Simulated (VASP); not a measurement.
# PbSe (I4/mmm) in VASP: further runs

Runs on PbSe. Level: PBE. Tasks: single point.

All numbers are computed with VASP 6.6.1; they aren't measurements. Logs are shortened: lines on timing, memory, paths and dates and some standing lists are left out, and cuts for length are marked.

### Step 1. The cell of the first run

Symmetry: I4/mmm, No. 139, tetragonal system. The conventional cell has a = 4.324 Å, b = 4.324 Å, c = 6.189 Å, α = 90.00°, β = 90.00°, γ = 90.00°. Within 4.0 Å of Pb (site symmetry 4/mmm) lie 6 Se at 3.06 to 3.09 Å. Within 4.0 Å of Se (site symmetry 4/mmm) lie 6 Pb at 3.06 to 3.09 Å.

### Step 2. Single point, PBE (epitaxial xy strain -1.0%)

INCAR

```
SYSTEM = PbSe
PREC = Accurate
ENCUT = 520
EDIFF = 1E-7
ISMEAR = -1
SIGMA = 0.02
LREAL = .FALSE.
LASPH = .TRUE.
NELM = 80
ALGO = Normal
ISIF = 2
LWAVE = .FALSE.
LCHARG = .TRUE.
GGA = PE
LELF = .TRUE.
LVHAR = .TRUE.
NBANDS = 17
```

KPOINTS

```
Automatic mesh
0
G
  8 8 8
  0 0 0
```

POSCAR

```
PbSe
1.0
    0.0000000000      3.0578151973      3.0944967051
    3.0578151973      0.0000000000      3.0944967051
    3.0578151973      3.0578151973      0.0000000000
Pb Se
1 1
Direct
    0.0000000000      0.0000000000      0.0000000000
    0.5000000000      0.5000000000      0.5000000000
```

Potentials or basis: VASP PAW PBE potentials, release 64 (Pb_d, Se).

Started as:

```sh
$ cat potpaw_PBE.64/Pb_d/POTCAR potpaw_PBE.64/Se/POTCAR > POTCAR
$ mpirun -np 1 vasp_std > vasp.out
```

OUTCAR:

```text
SYSTEM = PbSe
   PREC = Accurate
   ENCUT = 520
   EDIFF = 1E-7
   ISMEAR = -1
   LREAL = .FALSE.
   LASPH = .TRUE.
   NELM = 80
   ISIF = 2
   GGA = PE

 ion  position               nearest neighbor table
   1  0.000  0.000  0.000-   2 3.06   2 3.06   2 3.06   2 3.06   2 3.09   2 3.09
   2  0.500  0.500  0.500-   1 3.06   1 3.06   1 3.06   1 3.06   1 3.09   1 3.09

  LATTYP: Found a body centered tetragonal cell.
 ALAT       =     4.3244037233
 C/A-ratio  =     1.4311784482

  Lattice vectors:

 A1 = (  -3.0578151973,   0.0000000000,   3.0944967051)
 A2 = (   3.0578151973,   0.0000000000,   3.0944967051)
 A3 = (   0.0000000000,   3.0578151973,  -3.0944967051)

Analysis of symmetry for initial positions (statically):
=====================================================================
 Subroutine PRICEL returns:
 Original cell was already a primitive cell.

 Routine SETGRP: Setting up the symmetry group for a
 body centered tetragonal supercell.

 Subroutine GETGRP returns: Found 16 space group operations
 (whereof 16 operations were pure point group operations)
 out of a pool of 16 trial point group operations.

The static configuration has the point symmetry D_4h.

Analysis of symmetry for dynamics (positions and initial velocities):
=====================================================================
 Subroutine PRICEL returns:
 Original cell was already a primitive cell.

 Routine SETGRP: Setting up the symmetry group for a
 body centered tetragonal supercell.

 Subroutine GETGRP returns: Found 16 space group operations
 (whereof 16 operations were pure point group operations)
 out of a pool of 16 trial point group operations.

The dynamic configuration has the point symmetry D_4h.

 Subroutine INISYM returns: Found 16 space group operations
 (whereof 16 operations are pure point group operations),
 and found     1 'primitive' translations

----------------------------------------------------------------------------------------

                                     Primitive cell

  volume of cell :      57.8685

  direct lattice vectors                    reciprocal lattice vectors
     0.000000000  3.057815197  3.094496705    -0.163515441  0.163515441  0.161577163
     3.057815197  0.000000000  3.094496705     0.163515441 -0.163515441  0.161577163
     3.057815197  3.057815197  0.000000000     0.163515441  0.163515441 -0.161577163

  length of vectors
     4.350418789  4.350418789  4.324403723     0.282102426  0.282102426  0.282102426

  position of ions in fractional coordinates (direct lattice)
[... 73 lines left out ...]
   ISPIN  =      1    spin polarized calculation?
   LNONCOLLINEAR =      F non collinear calculations
   LSORBIT =      F    spin-orbit coupling
   LASPH  =      T    aspherical Exc in radial PAW
   ENCUT  =  520.0 eV  38.22 Ry    6.18 a.u.   8.09  8.09  8.04*2*pi/ulx,y,z
   NELM   =     80;   NELMIN=  2; NELMDL= -5     # of ELM steps
   EDIFF  = 0.1E-06   stopping-criterion for ELM
   LREAL  =      F    real-space projection
   EDIFFG = 0.1E-05   stopping-criterion for IOM
   NSW    =      0    number of steps for IOM
   IBRION =     -1    ionic relax: 0-MD 1-quasi-New 2-CG
   NFREE  =      0    steps in history (QN), initial steepest desc. (CG)
   ISIF   =      2    stress and relaxation
   ISYM   =      2    0-nonsym 1-usesym 2-fastsym
   POTIM  = 0.5000    time-step for ionic-motion
   TEBEG  =    0.0;   TEEND  =   0.0 temperature during run
   PSTRESS=    0.0 pullay stress
   NELECT =      20.0000    total number of electrons
   NUPDOWN=      -1.0000    fix difference up-down
   EMIN   =  10.00;   EMAX   =-10.00  energy-range for DOS
   EFERMI =   0.00;   METHOD = LEGACY
   ISMEAR =    -1;   SIGMA  =   0.02  broadening in eV -4-tet -1-fermi 0-gaus
   EFERMI_NEDOS =   21; number of points for ismear=-14 and -15
   IALGO  =     38    algorithm
   IMIX   =      4    mixing-type and parameters
     AMIX     =   0.40;   BMIX     =  1.00
     AMIX_MAG =   1.60;   BMIX_MAG =  1.00
  volume/ion in A,a.u.               =      28.93       195.26
  Fermi-wavevector in a.u.,A,eV,Ry     =   1.148869  2.171048 17.958342  1.319901
  Thomas-Fermi vector in A             =   2.285542
   LORBIT       =      0    0 simple, 1 ext, 2 COOP (PROOUT), +10 PAW based schemes
   GGA     = PE    functional components
[... 5 lines left out ...]
 non-spin polarized calculation
  energy-cutoff  :      520.00
  volume of cell :       57.87
 maximum number of plane-waves:      1584
   NGX = 17   NGY = 17   NGZ = 17

 number of electron      19.9999997 magnetization

 Free energy of the ion-electron system (eV)
  ---------------------------------------------------
  ext. energy  EPLUGINS =         0.00000000
  ---------------------------------------------------
  free energy    TOTEN  =        -8.18348428 eV

  energy without entropy =       -8.18348229  energy(sigma->0) =       -8.18348328

 E-fermi :   5.1111     XC(G=0):  -9.4878

 val. band max:        4.9523128634   @ k =   0.5000  -0.0000   0.0000
 cond. band min:       5.2699718867   @ k =   0.5000  -0.0000   0.0000
 fundamental gap:      0.3176590233
 Fermi energy:         5.1111423421

 k-point     1 :       0.0000    0.0000    0.0000
  band No.  band energies     occupation
      1     -11.8670      2.00000
      2     -11.8670      2.00000
      3     -11.8654      2.00000
      4     -11.8635      2.00000
      5     -11.8579      2.00000
      6      -8.5612      2.00000
[... 457 lines left out ...]
      4     -11.8455      2.00000
      5     -11.8352      2.00000
      6      -7.7600      2.00000
[... 9 lines left out ...]
     16      14.5763      0.00000
     17      16.2170      0.00000

 [... further k-points ...]

------------------------ aborting loop because EDIFF is reached ----------------------------------------

  FORCE on cell =-STRESS in cart. coord.  units (eV):
  Direction    XX          YY          ZZ          XY          YZ          ZX
  --------------------------------------------------------------------------------------
  -------------------------------------------------------------------------------------
  Total        0.8659956      0.8659956      0.3454064      0.0000000     -0.0000000      0.0000000
  in kB       23.9763893     23.9763893      9.5630952      0.0000000     -0.0000000      0.0000000
  external PRESSURE =      19.1719580 kB  Pullay stress =       0.0000000 kB

 VOLUME and BASIS-vectors are now :
 -----------------------------------------------------------------------------
  energy-cutoff  :      520.00
  volume of cell :       57.87
      direct lattice vectors                 reciprocal lattice vectors
     0.000000000  3.057815197  3.094496705    -0.163515441  0.163515441  0.161577163
     3.057815197  0.000000000  3.094496705     0.163515441 -0.163515441  0.161577163
     3.057815197  3.057815197  0.000000000     0.163515441  0.163515441 -0.161577163

 POSITION                                       TOTAL-FORCE (eV/Angst)
 -----------------------------------------------------------------------------------
      0.00000      0.00000      0.00000         0.000000     -0.000000      0.000000
      3.05782      3.05782      3.09450        -0.000000      0.000000     -0.000000
 -----------------------------------------------------------------------------------
    total drift:                                0.000000     -0.000000     -0.000000

  FREE ENERGIE OF THE ION-ELECTRON SYSTEM (eV)
  ---------------------------------------------------
  free  energy   TOTEN  =        -8.1834842761 eV

  energy  without entropy=       -8.1834822891  energy(sigma->0) =       -8.18348328
```

OSZICAR:

```text
N       E                     dE             d eps       ncg     rms          rms(c)
DAV:   1     0.159350773969E+03    0.15935E+03   -0.96508E+03  2006   0.121E+03
DAV:   2     0.369321763366E+01   -0.15566E+03   -0.15032E+03  2128   0.307E+02
DAV:   3    -0.819446955364E+01   -0.11888E+02   -0.11789E+02  2598   0.902E+01
DAV:   4    -0.846924516393E+01   -0.27478E+00   -0.27453E+00  2535   0.153E+01
DAV:   5    -0.847833231295E+01   -0.90871E-02   -0.90867E-02  2976   0.272E+00    0.276E+00
DAV:   6    -0.818499360118E+01    0.29334E+00   -0.72382E-01  3078   0.580E+00    0.155E+00
DAV:   7    -0.818039609236E+01    0.45975E-02   -0.12296E-01  2460   0.167E+00    0.853E-01
DAV:   8    -0.818388216769E+01   -0.34861E-02   -0.13493E-02  2432   0.126E+00    0.166E-01
DAV:   9    -0.818341014203E+01    0.47203E-03   -0.29244E-03  3103   0.522E-01    0.524E-02
DAV:  10    -0.818347713196E+01   -0.66990E-04   -0.23186E-04  2363   0.867E-02    0.192E-02
DAV:  11    -0.818348429709E+01   -0.71651E-05   -0.62559E-05  2676   0.792E-02    0.922E-03
DAV:  12    -0.818348425770E+01    0.39389E-07   -0.33416E-06  2545   0.124E-02    0.246E-03
DAV:  13    -0.818348427609E+01   -0.18383E-07   -0.16610E-07  2284   0.400E-03
   1 F= -.81834843E+01 E0= -.81834833E+01  d E =-.198703E-05
```

Wall time 97 s (1 thread of AMD EPYC 7R13, shared host); peak memory 0.18 GiB.

Results:

- Free energy: -8.1835 eV
- Pressure: 1.9 GPa
- Band gap on the k mesh: 0.32 eV, direct

Caveat: the cell differs from its parent crystal (epitaxial xy strain -1.0%); spin-orbit coupling is left out, which moves the levels of the heavy elements.

(Continued in part 2 of 2.)
